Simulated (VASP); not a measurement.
# SrZrSn3 (I4mm) in VASP: single point with r2SCAN

Aim: the single point of SrZrSn3 with r2SCAN.

Everything below comes from runs of VASP 6.6.1. Logs are shortened: lines on timing, memory, paths and dates and some standing lists are left out, and cuts for length are marked.

### Step 1. The cell of the first run

It takes space group I4mm (No. 107, tetragonal). The conventional cell has a = 4.876 Å, b = 4.876 Å, c = 11.431 Å, α = 90.00°, β = 90.00°, γ = 90.00°. Within 4.7 Å of Sr (site symmetry 4mm) lie 13 Sn at 3.60 to 4.68 Å and 5 Zr at 3.81 to 4.09 Å. Zr (site symmetry 4mm) has 5 Sn at 2.66 to 2.71 Å within 3.5 Å. Within 3.6 Å of Sn (site symmetry 2mm) lie 2 Zr at 2.71 Å and 6 Sn at 3.08 to 3.45 Å. Sn (site symmetry 4mm) has 1 Zr at 2.66 Å and 4 Sn at 3.08 Å within 3.5 Å.

### Step 2. Single point, r2SCAN

POSCAR

```
SrZrSn3
1.0
    0.0000000000      4.8756050000      0.0000000000
    4.8756050000      0.0000000000      0.0000000000
    2.4378020000      2.4378020000     -5.7153490000
Sr Zr Sn
1 1 3
Direct
    0.0000000000      0.0000000000      0.0000000000
    0.6420000000      0.6420000000      0.7160000000
    0.7450000000      0.2450000000      0.5100000000
    0.2450000000      0.7450000000      0.5100000000
    0.4090000000      0.4090000000      0.1820000000
```

INCAR.step1

```
SYSTEM = SrZrSn3
  PREC = Accurate
  ENCUT = 520
  ISMEAR = -1
  SIGMA = 0.1
  LREAL = .False.
  LASPH = .True.
  NELM = 80
  NBANDS = 40
  GGA = PE
  ALGO = Normal
  EDIFF = 1E-4
  LWAVE = .True.
  LCHARG = .False.
```

INCAR.step2

```
SYSTEM = SrZrSn3
  PREC = Accurate
  ENCUT = 520
  EDIFF = 1E-6
  ISMEAR = -1
  SIGMA = 0.1
  LREAL = .False.
  LASPH = .True.
  NELM = 80
  ALGO = Normal
  ISIF = 2
  LWAVE = .False.
  LCHARG = .True.
  METAGGA = R2SCAN
  LMIXTAU = .True.
  LELF = .True.
  LVHAR = .True.
  NBANDS = 40
  ISTART = 1
```

KPOINTS

```
Automatic mesh
0
Gamma
  8 8 8
  0 0 0
```

Potentials or basis: VASP PAW PBE potentials, release 64 (Sr_sv, Zr_sv, Sn_d).

Run with:

```bash
> cat potpaw_PBE.64/Sr_sv/POTCAR potpaw_PBE.64/Zr_sv/POTCAR potpaw_PBE.64/Sn_d/POTCAR > POTCAR
> cp INCAR.step1 INCAR
> mpirun -np 1 vasp_std > vasp.out
> cp INCAR.step2 INCAR
> mpirun -np 1 vasp_std > vasp.out
```

OUTCAR:

```text
SYSTEM = SrZrSn3
   PREC = Accurate
   ENCUT = 520
   EDIFF = 1E-6
   ISMEAR = -1
   LREAL = .False.
   LASPH = .True.
   NELM = 80
   ISIF = 2
   METAGGA = R2SCAN
   ISTART = 1

 ion  position               nearest neighbor table
   1  0.000  0.000  0.000-   5 3.60   5 3.60   5 3.60   5 3.60   3 3.71   4 3.71   3 3.71   4 3.71
                             3 3.80   4 3.80   3 3.80   4 3.80   2 3.81   2 3.81   2 3.81   2 3.81
   2  0.642  0.642  0.716-   5 2.66   4 2.71   3 2.71   3 2.71   4 2.71   1 3.81   1 3.81   1 3.81
                             1 3.81   1 4.09
   3  0.745  0.245  0.510-   2 2.71   2 2.71   5 3.08   5 3.08   4 3.45   4 3.45   4 3.45   4 3.45
                             1 3.71   1 3.71   1 3.80   1 3.80
   4  0.245  0.745  0.510-   2 2.71   2 2.71   5 3.08   5 3.08   3 3.45   3 3.45   3 3.45   3 3.45
                             1 3.71   1 3.71   1 3.80   1 3.80
   5  0.409  0.409  0.182-   2 2.66   3 3.08   4 3.08   4 3.08   3 3.08   1 3.60   1 3.60   1 3.60
                             1 3.60

  LATTYP: Found a body centered tetragonal cell.
 ALAT       =     4.8756050000
 C/A-ratio  =     2.3444676097

  Lattice vectors:

 A1 = (  -2.4378020000,   2.4378030000,   5.7153490000)
 A2 = (   2.4378030000,  -2.4378020000,   5.7153490000)
 A3 = (   2.4378020000,   2.4378020000,  -5.7153490000)

Analysis of symmetry for initial positions (statically):
=====================================================================
 Subroutine PRICEL returns:
 Original cell was already a primitive cell.

 Routine SETGRP: Setting up the symmetry group for a
 body centered tetragonal supercell.

 Subroutine GETGRP returns: Found  8 space group operations
 (whereof  8 operations were pure point group operations)
 out of a pool of 16 trial point group operations.

The static configuration has the point symmetry C_4v.

Analysis of symmetry for dynamics (positions and initial velocities):
=====================================================================
 Subroutine PRICEL returns:
 Original cell was already a primitive cell.

 Routine SETGRP: Setting up the symmetry group for a
 body centered tetragonal supercell.

 Subroutine GETGRP returns: Found  8 space group operations
 (whereof  8 operations were pure point group operations)
 out of a pool of 16 trial point group operations.

The dynamic configuration has the point symmetry C_4v.

 Subroutine INISYM returns: Found  8 space group operations
 (whereof  8 operations are pure point group operations),
 and found     1 'primitive' translations

----------------------------------------------------------------------------------------
[... 103 lines left out ...]
   IBRION =     -1    ionic relax: 0-MD 1-quasi-New 2-CG
   NFREE  =      0    steps in history (QN), initial steepest desc. (CG)
   ISIF   =      2    stress and relaxation
   ISYM   =      2    0-nonsym 1-usesym 2-fastsym
   POTIM  = 0.5000    time-step for ionic-motion
   TEBEG  =    0.0;   TEEND  =   0.0 temperature during run
   PSTRESS=    0.0 pullay stress
   NELECT =      64.0000    total number of electrons
   NUPDOWN=      -1.0000    fix difference up-down
   EMIN   =  10.00;   EMAX   =-10.00  energy-range for DOS
   EFERMI =   0.00;   METHOD = LEGACY
   ISMEAR =    -1;   SIGMA  =   0.10  broadening in eV -4-tet -1-fermi 0-gaus
   EFERMI_NEDOS =   21; number of points for ismear=-14 and -15
   IALGO  =     38    algorithm
   IMIX   =      4    mixing-type and parameters
     AMIX     =   0.40;   BMIX     =  1.00
     AMIX_MAG =   1.60;   BMIX_MAG =  1.00
  volume/ion in A,a.u.               =      27.17       183.37
  Fermi-wavevector in a.u.,A,eV,Ry     =   1.273801  2.407135 22.076389  1.622569
  Thomas-Fermi vector in A             =   2.406604
   LORBIT       =      0    0 simple, 1 ext, 2 COOP (PROOUT), +10 PAW based schemes
   METAGGA = R2SCAN    functional components
   LHFCALC =     F    Hartree Fock is set to
   AEXX    =    0.0000 exact exchange contribution
   IVDW    =     0    specifies the selected vdW correction
   LEPSILON=     F    determine dielectric tensor
   LRPA    =     F    only Hartree local field effects (RPA)
 non-spin polarized calculation
  energy-cutoff  :      520.00
  volume of cell :      135.86
 maximum number of plane-waves:      3680
   NGX = 19   NGY = 19   NGZ = 25

 number of electron      63.9999993 magnetization

 Free energy of the ion-electron system (eV)
  ---------------------------------------------------
  ext. energy  EPLUGINS =         0.00000000
  ---------------------------------------------------
  free energy    TOTEN  =      -112.20288137 eV

  energy without entropy =     -112.01284559  energy(sigma->0) =     -112.10786348

 E-fermi :   7.1056     XC(G=0): -10.8503

 val. band max:        7.1031506028   @ k =   0.5000   0.2500   0.0000
 cond. band min:       7.1065001829   @ k =  -0.3750   0.1250   0.0000
 fundamental gap:      0.0033495801
 Fermi energy:         7.1055663370

 k-point     1 :       0.0000    0.0000    0.0000
  band No.  band energies     occupation
      1     -43.0067      2.00000
      2     -30.1112      2.00000
      3     -20.6022      2.00000
      4     -20.5475      2.00000
      5     -20.5475      2.00000
      6     -14.8446      2.00000
[... 1021 lines left out ...]
     39      11.2245      0.00000
     40      11.6161      0.00000

 [... further k-points ...]

------------------------ aborting loop because EDIFF is reached ----------------------------------------

  FORCE on cell =-STRESS in cart. coord.  units (eV):
  Direction    XX          YY          ZZ          XY          YZ          ZX
  --------------------------------------------------------------------------------------
  -------------------------------------------------------------------------------------
  Total        8.1645617      8.1645617      9.1358577      0.0000000      0.0000008      0.0000008
  in kB       96.2816832     96.2816832    107.7358211      0.0000000      0.0000094      0.0000094
  external PRESSURE =     100.0997291 kB  Pullay stress =       0.0000000 kB

 VOLUME and BASIS-vectors are now :
 -----------------------------------------------------------------------------
  energy-cutoff  :      520.00
  volume of cell :      135.86
      direct lattice vectors                 reciprocal lattice vectors
     0.000000000  4.875605000  0.000000000     0.000000000  0.205102751  0.087483704
     4.875605000  0.000000000  0.000000000     0.205102751  0.000000000  0.087483704
     2.437802000  2.437802000 -5.715349000     0.000000000  0.000000000 -0.174967443

 POSITION                                       TOTAL-FORCE (eV/Angst)
 -----------------------------------------------------------------------------------
      0.00000      0.00000      0.00000        -0.000000     -0.000000     -0.599345
      4.87560      4.87560     -4.09219        -0.000000     -0.000000     -0.590887
      2.43780      4.87560     -2.91483         0.000000      0.000000      1.113386
      4.87560      2.43780     -2.91483         0.000000      0.000000      1.113386
      2.43780      2.43780     -1.04019        -0.000000     -0.000000     -1.036541
 -----------------------------------------------------------------------------------
    total drift:                               -0.000056     -0.000056      0.000621

  FREE ENERGIE OF THE ION-ELECTRON SYSTEM (eV)
  ---------------------------------------------------
  free  energy   TOTEN  =      -112.2028813729 eV

  energy  without entropy=     -112.0128455918  energy(sigma->0) =     -112.10786348
```

OSZICAR.step1:

```text
N       E                     dE             d eps       ncg     rms          rms(c)
DAV:   1     0.772601317380E+03    0.77260E+03   -0.31142E+04  4944   0.224E+03
DAV:   2     0.910741906023E+02   -0.68153E+03   -0.66088E+03  4752   0.636E+02
DAV:   3    -0.127481888244E+02   -0.10382E+03   -0.10041E+03  5512   0.213E+02
DAV:   4    -0.216775583068E+02   -0.89294E+01   -0.88233E+01  7784   0.522E+01
DAV:   5    -0.220698611900E+02   -0.39230E+00   -0.39209E+00  6752   0.101E+01    0.195E+01
DAV:   6    -0.217342236328E+02    0.33564E+00   -0.69750E-01  7512   0.848E+00    0.102E+01
DAV:   7    -0.216537287528E+02    0.80495E-01   -0.47594E-01  6112   0.489E+00    0.176E+00
DAV:   8    -0.216577841670E+02   -0.40554E-02   -0.11128E-01  7480   0.225E+00    0.880E-01
DAV:   9    -0.216564419290E+02    0.13422E-02   -0.15054E-02  6672   0.734E-01    0.309E-01
DAV:  10    -0.216563614449E+02    0.80484E-04   -0.20525E-03  6744   0.487E-01    0.946E-02
DAV:  11    -0.216563560144E+02    0.54305E-05   -0.25847E-04  4608   0.110E-01
   1 F= -.21656356E+02 E0= -.21554308E+02  d E =-.204095E+00
```

Wall time 10 min (1 thread of Intel Xeon Platinum 8488C (Sapphire Rapids), shared host); peak memory 0.47 GiB.

Results:

```
Free energy            : -112.2029 eV
Pressure               : 10.0 GPa
Largest force          : 1.113 eV/Å
Band gap on the k mesh : zero (band 32 reaches 7.80 eV, above the bottom of band 33 at 6.98 eV)
```

Forces on the atoms (eV/Å):
```
Sr   0.000  0.000 -0.599
Zr   0.000  0.000 -0.591
Sn   0.000  0.000  1.113
Sn   0.000  0.000  1.113
Sn   0.000  0.000 -1.037
```

Stress tensor (GPa, compression positive):
```
 9.63  0.00  0.00
 0.00  9.63  0.00
 0.00  0.00 10.77
```

Caveat: the PAW data sets were made with another functional, which shifts forces and pressure a little; spin-orbit coupling is left out, which moves the levels of the heavy elements.
